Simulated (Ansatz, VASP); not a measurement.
**Two plane-wave programs on TiClF**

```
CELL_PARAMETERS angstrom
4.04264 0.00000 0.00000
0.00000 3.34542 0.00000
0.00000 0.00000 8.01237
ATOMIC_POSITIONS crystal
Cl 0.00000 0.00000 0.33000
Cl 0.50000 0.50000 0.67000
F 0.00000 0.00000 0.95000
F 0.50000 0.50000 0.05000
Ti 0.00000 0.50000 0.10000
Ti 0.50000 0.00000 0.90000
```

Alike in both runs: task single point; functional r2SCAN; k mesh 5 × 6 × 3; occupations gaussian, width 0.0407 eV; collinear spin.

|  | VASP | Ansatz |
| --- | --- | --- |
| version | VASP 6.6.1 | Ansatz 0.2.0 |
| potentials or method | VASP PAW PBE potentials, release 64 (Cl, F, Ti_sv), cutoff 520 eV | PAW plane waves |
| valence electrons in the cell | 52 | 52 |

VASP gave:

```
gap on the k mesh at the Fermi level (eV)                     : 0.26
pressure (GPa)                                                : 9.1
traceless stress, the component that is largest in VASP (GPa) : -6.71
rms of the force components (eV/Å)                            : 1.141
net moment per atom (μB)                                      : 0.00
size of the moment on the site where the two differ most (μB) : 1.55
```

Task: Which values does Ansatz return?

Result: gap on the k mesh at the Fermi level (eV): 0.84; pressure (GPa): 8.3; traceless stress, the component that is largest in VASP (GPa): -6.69; rms of the force components (eV/Å): 1.107; net moment per atom (μB): 0.00; size of the moment on the site where the two differ most (μB): 1.23.

VASP's potentials were made for PBE, not for r2SCAN. Site moments also hang on the region over which each program counts them. Atom by atom the forces differ by 0.093 eV/Å (rms over components). One of these differences is far larger than is usual between the two programs; its cause wasn't traced. With one functional, cell and mesh, what is left measures potentials, basis and numerics.
